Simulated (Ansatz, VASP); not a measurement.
**One calculation of Li4YbO3, two programs**

```
CELL_PARAMETERS angstrom
4.49916 0.00000 0.00000
0.00000 4.49916 0.00000
0.00000 0.00000 4.49916
ATOMIC_POSITIONS crystal
Li 0.32401 0.67599 0.67599
Li 0.67599 0.67599 0.32401
Li 0.67599 0.32401 0.67599
Li 0.32401 0.32401 0.32401
Yb 0.00000 0.00000 0.00000
O 0.00000 0.50000 0.50000
O 0.50000 0.50000 0.00000
O 0.50000 0.00000 0.50000
```

Change from the starting cell: species swapped into the Cu3AsS4 type (P-43m, No. 215).

Alike in both runs: functional PBE; k mesh 8 × 8 × 8; occupations gaussian, width 0.1 eV; no spin polarisation.

Ansatz relaxed the structure, and its values are those at the end. VASP's run is a single point on that final structure, the one shown.

|  | VASP | Ansatz |
| --- | --- | --- |
| version | VASP 6.6.1 | Ansatz 0.2.0 |
| potentials or method | VASP PAW PBE potentials, release 64 (Li_sv, Yb, O), cutoff 520 eV | scalar-relativistic, plane waves, PAW |
| valence electrons in the cell | 54 | 54 |

|  | VASP | Ansatz | Ansatz less VASP |
| --- | --- | --- | --- |
| gap on the k mesh at the Fermi level (eV) | none | none | - |
| rms of the force components (eV/Å) | 0.006 | 0.001 | -0.0051 |

A gap of «none» marks a metal or a gap that the smearing closes.

Spin-orbit coupling is off throughout. Noted on VASP's run: the cutoff is short for stress, so the pressure is rough.
